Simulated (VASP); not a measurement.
Ge13H7:

```xyz
20
Lattice="6.8906 0.2594 0.1123 0.2594 7.1390 0.0093 0.1123 0.0093 7.2080" Properties=species:S:1:pos:R:3 pbc="T T T"
H     2.1571    3.4602    6.7843
H     4.1374    6.6831    0.2359
H     6.4075    0.5868    0.3485
H     4.9197    7.3715    5.2173
H     1.3767    4.5050    5.0843
H     2.5071    6.7114    5.9149
H     5.6705    0.8439    0.5448
Ge    0.6900    2.4693    6.8965
Ge    3.1861    0.9482    6.9556
Ge    0.9460    2.1106    4.1955
Ge    6.8740    3.9015    2.4189
Ge    4.0098    5.3077    2.7681
Ge    5.6995    6.0162    4.8138
Ge    5.1577    3.9719    6.7469
Ge    1.8067    5.9585    0.9998
Ge    4.8264    2.3445    2.6017
Ge    7.3995    7.1594    3.2023
Ge    3.5959    2.6278    4.8284
Ge    2.7449    3.3800    1.3001
Ge    2.2350    5.8522    4.5353
```

Base run:

| Property | Result |
| --- | --- |
| Program | VASP 6.6.1 |
| Functional | PBE |
| Potentials or basis | VASP PAW PBE potentials, release 64 (H, Ge_d) |
| Cutoff | 410 eV |
| k mesh | 1 × 1 × 1, shifted |
| Occupations | fermi-dirac, width 0.05 eV |
| Spin | no spin polarisation |

Its results: band gap on the k mesh zero (an odd number of electrons rules out a gap without spin polarisation); pressure -2.4 GPa; largest force 1.570 eV/Å.

The run is repeated on the same cell with these changes: cutoff from 410 eV to 520 eV; further incar settings from LREAL = Auto; ALGO = Normal; EDIFF = 1e-06; NBANDS = 110; ISYM = -1 to LREAL = Auto; ALGO = Normal; EDIFF = 1e-06; NBANDS = 110; ISYM = 0. What comes out?

Band gap on the k mesh zero (an odd number of electrons rules out a gap without spin polarisation); pressure -2.0 GPa; largest force 1.573 eV/Å.

Caveats: some runs use coarse meshes; the atoms stand as in a frame of molecular dynamics.
